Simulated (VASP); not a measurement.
# FeS2 (Pnnm) in VASP: density of states with PBE

Aim: the density of states of FeS2 with PBE.

All numbers are computed with VASP 6.6.1; they aren't measurements. Logs are shortened: lines on timing, memory, paths and dates and some standing lists are left out, and cuts for length are marked.

## (1) The cell of the first run

Symmetry: Pnnm, No. 58, orthorhombic system. The conventional cell has a = 4.439 Å, b = 5.410 Å, c = 3.389 Å, α = 90.00°, β = 90.00°, γ = 90.00°. Fe (site symmetry 2/m) has 6 S at 2.23 to 2.24 Å within 2.9 Å. Within 2.9 Å of S (site symmetry m) lie 3 Fe at 2.23 to 2.24 Å and 1 S at 2.28 Å.

## (2) Density of states, PBE

POSCAR reads:

```
FeS2
1.0
    4.4389212667      0.0000000000      0.0000000000
    0.0000000000      5.4097833864      0.0000000000
    0.0000000000      0.0000000000      3.3893446617
Fe S
2 4
Direct
    0.0000000000      0.0000000000      0.0000000000
    0.5000000000      0.5000000000      0.5000000000
    0.2062736458      0.3751842722      0.0000000000
    0.2937263542      0.8751842722      0.5000000000
    0.7937263542      0.6248157278      0.0000000000
    0.7062736458      0.1248157278      0.5000000000
```

INCAR.step1 reads:

```
PREC = Accurate
ENCUT = 520
EDIFF = 1E-6
ISMEAR = 0
SIGMA = 0.02
LREAL = False
LASPH = True
NELM = 120
ALGO = Normal
ISIF = 2
LWAVE = False
LCHARG = True
LMAXMIX = 4
GGA = PE
NBANDS = 29
GGA_COMPAT = False
NEDOS = 2001
LORBIT = 11
```

KPOINTS.step1 reads:

```
Automatic mesh
0
Gamma
  6 6 8
```

INCAR.step2 reads:

```
PREC = Accurate
ENCUT = 520
EDIFF = 1E-6
ISMEAR = -5
SIGMA = 0.02
LREAL = False
LASPH = True
NELM = 120
ALGO = Normal
ISIF = 2
LWAVE = False
LCHARG = False
LMAXMIX = 4
GGA = PE
LORBIT = 10
NEDOS = 2001
ICHARG = 11
GGA_COMPAT = False
```

KPOINTS.step2 reads:

```
Automatic mesh
0
Gamma
  9 9 12
```

Potentials or basis: VASP PAW PBE potentials, release 64 (Fe, S).

Command:

```
cat potpaw_PBE.64/Fe/POTCAR potpaw_PBE.64/S/POTCAR > POTCAR
cp INCAR.step1 INCAR
cp KPOINTS.step1 KPOINTS
mpirun -np 1 vasp_std > vasp.out
cp INCAR.step2 INCAR
cp KPOINTS.step2 KPOINTS
mpirun -np 1 vasp_std > vasp.out
```

OUTCAR:

```text
PREC = Accurate
   ENCUT = 520
   EDIFF = 1E-6
   ISMEAR = -5
   LREAL = False
   LASPH = True
   NELM = 120
   ISIF = 2
   GGA = PE
   LORBIT = 10
   ICHARG = 11

 ion  position               nearest neighbor table
   1  0.000  0.000  0.000-   3 2.23   5 2.23   4 2.24   6 2.24   4 2.24   6 2.24
   2  0.500  0.500  0.500-   4 2.23   6 2.23   5 2.24   3 2.24   3 2.24   5 2.24
   3  0.206  0.375  0.000-   1 2.23   2 2.24   2 2.24   5 2.28
   4  0.294  0.875  0.500-   2 2.23   1 2.24   1 2.24   6 2.28
   5  0.794  0.625  0.000-   1 2.23   2 2.24   2 2.24   3 2.28
   6  0.706  0.125  0.500-   2 2.23   1 2.24   1 2.24   4 2.28

  LATTYP: Found a simple orthorhombic cell.
 ALAT       =     3.3893446617
 B/A-ratio  =     1.3096694818
 C/A-ratio  =     1.5961148618

  Lattice vectors:

 A1 = (   0.0000000000,   0.0000000000,   3.3893446617)
 A2 = (   4.4389212667,   0.0000000000,   0.0000000000)
 A3 = (   0.0000000000,   5.4097833864,   0.0000000000)

Analysis of symmetry for initial positions (statically):
=====================================================================
 Subroutine PRICEL returns:
 Original cell was already a primitive cell.

 Routine SETGRP: Setting up the symmetry group for a
 simple orthorhombic supercell.

 Subroutine GETGRP returns: Found  8 space group operations
 (whereof  4 operations were pure point group operations)
 out of a pool of  8 trial point group operations.

The static configuration has the point symmetry C_2h.
 The point group associated with its full space group is D_2h.

Analysis of symmetry for dynamics (positions and initial velocities):
=====================================================================
 Subroutine PRICEL returns:
 Original cell was already a primitive cell.

 Routine SETGRP: Setting up the symmetry group for a
 simple orthorhombic supercell.

 Subroutine GETGRP returns: Found  8 space group operations
 (whereof  4 operations were pure point group operations)
 out of a pool of  8 trial point group operations.

The dynamic configuration has the point symmetry C_2h.
 The point group associated with its full space group is D_2h.

 Subroutine INISYM returns: Found  8 space group operations
 (whereof  4 operations are pure point group operations),
 and found     1 'primitive' translations

----------------------------------------------------------------------------------------
[... 109 lines left out ...]
   ISIF   =      2    stress and relaxation
   ISYM   =      2    0-nonsym 1-usesym 2-fastsym
   POTIM  = 0.5000    time-step for ionic-motion
   TEBEG  =    0.0;   TEEND  =   0.0 temperature during run
   PSTRESS=    0.0 pullay stress
   NELECT =      40.0000    total number of electrons
   NUPDOWN=      -1.0000    fix difference up-down
   EMIN   =  10.00;   EMAX   =-10.00  energy-range for DOS
   EFERMI =   0.00;   METHOD = LEGACY
   ISMEAR =    -5;   SIGMA  =   0.02  broadening in eV -4-tet -1-fermi 0-gaus
   EFERMI_NEDOS =   21; number of points for ismear=-14 and -15
   IALGO  =     38    algorithm
   IMIX   =      4    mixing-type and parameters
     AMIX     =   0.40;   BMIX     =  1.00
     AMIX_MAG =   1.60;   BMIX_MAG =  1.00
  volume/ion in A,a.u.               =      13.57        91.54
  Fermi-wavevector in a.u.,A,eV,Ry     =   1.291925  2.441383 22.709062  1.669069
  Thomas-Fermi vector in A             =   2.423664
   LORBIT       =     10    0 simple, 1 ext, 2 COOP (PROOUT), +10 PAW based schemes
   GGA     = PE    functional components
   LHFCALC =     F    Hartree Fock is set to
   AEXX    =    0.0000 exact exchange contribution
   IVDW    =     0    specifies the selected vdW correction
   LEPSILON=     F    determine dielectric tensor
   LRPA    =     F    only Hartree local field effects (RPA)
 non-spin polarized calculation
 Fermi weights with tetrahedron method with Bloechl corrections
  energy-cutoff  :      520.00
  volume of cell :       81.39
 maximum number of plane-waves:      2214
 NGX is ok and might be reduce to    36

 number of electron      39.9999996 magnetization

 Free energy of the ion-electron system (eV)
  ---------------------------------------------------
  ext. energy  EPLUGINS =         0.00000000
  ---------------------------------------------------
  free energy    TOTEN  =       -36.10494545 eV

  energy without entropy =      -36.10494545  energy(sigma->0) =      -36.10494545

 E-fermi :   7.7246     XC(G=0): -11.7171

 val. band max:        7.7172025254   @ k =   0.4444   0.0000   0.0000
 cond. band min:       8.5923086248   @ k =   0.0000   0.4444   0.5000
 fundamental gap:      0.8751060995
 Fermi energy:         7.7245930372

 k-point     1 :       0.0000    0.0000    0.0000
  band No.  band energies     occupation
      1      -8.9463      2.00000
      2      -6.5446      2.00000
      3      -4.7943      2.00000
      4      -4.0629      2.00000
      5       0.1304      2.00000
      6       1.6427      2.00000
[... 637 lines left out ...]
     23       9.9001      0.00000
     24      10.0256      0.00000

 [... further k-points ...]
[... 5 lines left out ...]
  --------------------------------------------------------------------------------------
  -------------------------------------------------------------------------------------
  Total       -0.0014860      0.0630883      0.1385156      0.0000000      0.0000000      0.0000000
  in kB       -0.0292522      1.2418996      2.7266933      0.0000000      0.0000000      0.0000000
  external PRESSURE =       1.3131136 kB  Pullay stress =       0.0000000 kB

 VOLUME and BASIS-vectors are now :
 -----------------------------------------------------------------------------
  energy-cutoff  :      520.00
  volume of cell :       81.39
      direct lattice vectors                 reciprocal lattice vectors
     4.438921267  0.000000000  0.000000000     0.225279959  0.000000000  0.000000000
     0.000000000  5.409783386  0.000000000     0.000000000  0.184850285  0.000000000
     0.000000000  0.000000000  3.389344662     0.000000000  0.000000000  0.295042287

 POSITION                                       TOTAL-FORCE (eV/Angst)
 -----------------------------------------------------------------------------------
      0.00000      0.00000      0.00000         0.000000      0.000000      0.000000
      2.21946      2.70489      1.69467         0.000000      0.000000      0.000000
      0.91563      2.02967      0.00000        -0.055469      0.032179      0.000000
      1.30383      4.73456      1.69467         0.055469      0.032179      0.000000
      3.52329      3.38012      0.00000         0.055469     -0.032179      0.000000
      3.13509      0.67523      1.69467        -0.055469     -0.032179      0.000000
 -----------------------------------------------------------------------------------
    total drift:                               -0.000000      0.000000      0.000000

  FREE ENERGIE OF THE ION-ELECTRON SYSTEM (eV)
  ---------------------------------------------------
  free  energy   TOTEN  =       -36.1049454521 eV

  energy  without entropy=      -36.1049454521  energy(sigma->0) =      -36.10494545

 total charge

# of ion       s       p       d       tot
------------------------------------------
    1        0.441   0.661   6.508   7.609
    2        0.441   0.661   6.508   7.609
    3        1.347   2.295   0.000   3.642
    4        1.347   2.295   0.000   3.642
    5        1.347   2.295   0.000   3.642
    6        1.347   2.295   0.000   3.642
--------------------------------------------------
tot          6.270  10.500  13.016  29.786
```

It took 6.5 min on 1 thread of AMD EPYC 9R45 (Zen 5), shared host; peak memory 0.36 GiB.

What came out:

```
Valence electrons inside the program's atomic spheres : Fe 7.61; S 3.64
```

Levels at points of the mesh, in eV from the valence-band top:
| k point | band 16 | band 17 | band 18 | band 19 | band 20 | band 21 | band 22 | band 23 | band 24 |
| --- | --- | --- | --- | --- | --- | --- | --- | --- | --- |
| (0.00, 0.00, 0.00) | -1.12 | -0.93 | -0.76 | -0.74 | -0.44 | 1.11 | 1.40 | 2.67 | 3.09 |
| (0.00, 0.00, 0.50) | -1.41 | -0.87 | -0.87 | -0.42 | -0.42 | 1.49 | 1.49 | 1.71 | 1.71 |

Spin polarisation is off, so any magnetic state and its effect on volume and gap are missing.
